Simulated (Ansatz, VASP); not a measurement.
**Pd: VASP beside Ansatz**

File INCAR:

```
PREC = Accurate
ENCUT = 520
EDIFF = 1E-7
ISMEAR = -1
SIGMA = 0.05
LREAL = F
LASPH = T
NELM = 150
ALGO = Normal
ISIF = 2
LWAVE = F
LCHARG = F
ISPIN = 2
MAGMOM = 0.5 -0.5
LORBIT = 11
LMAXMIX = 4
GGA = CA
NBANDS = 21
```

The input KPOINTS:

```
Automatic mesh
0
Gamma
  22 22 12
```

Contents of POSCAR:

```
Pd
1.0
    2.6902722927      0.0000000000      0.0000000000
   -1.3451361463      2.3298441485      0.0000000000
    0.0000000000      0.0000000000      4.5343321852
Pd
2
Direct
    0.3333333333      0.6666666667      0.2500000000
    0.6666666667      0.3333333333      0.7500000000
```

Input for Ansatz:

```yaml
crystal:
  lattice:
    - [2.6902722927, 0.0, 0.0]
    - [-1.3451361463, 2.3298441485, 0.0]
    - [0.0, 0.0, 4.5343321852]
  atoms:
    - { symbol: Pd, position: [0.3333333333, 0.6666666667, 0.25], spin: 0.5 }
    - { symbol: Pd, position: [0.6666666667, 0.3333333333, 0.75], spin: -0.5 }
hamiltonian:
  xc: lda
  pseudopotentials:
    kind: paw
    azcp:
      Pd: "pseudopotentials/Pd.paw.azcp"
basis:
  ecutwfc: 420
  fft_grid_basis: typed
kpoints:
  mp_grid: { grid: [22, 22, 12], shift: [0, 0, 0] }
magnetization:
  spin_polarized: true
scf:
  occupations: { method: fermi_dirac, width: 0.05 }
```

Alike in both runs: task single point; functional LDA; k mesh 22 × 22 × 12; occupations fermi-dirac, width 0.05 eV; collinear spin.

|  | VASP | Ansatz |
| --- | --- | --- |
| version | VASP 6.6.1 | Ansatz 0.2.0 |
| potentials or method | VASP PAW LDA potentials, release 64 (Pd), cutoff 520 eV | plane waves (420 eV) with PAW, scalar-relativistic |
| valence electrons in the cell | 20 | 36 |

|  | VASP | Ansatz | Ansatz less VASP |
| --- | --- | --- | --- |
| net moment per atom (μB) | 0.00 | 0.00 | 0.000 |

Ansatz warns that its potentials were made for another functional, while VASP's fit it. LDA's correlation is that of Perdew and Zunger in VASP and of Perdew and Wang (1992) in Ansatz. VASP's potentials hold 20 valence electrons a cell and Ansatz's 36, so a difference there can come from the potentials and not from the codes. Ansatz's warnings: seeded moment not kept.
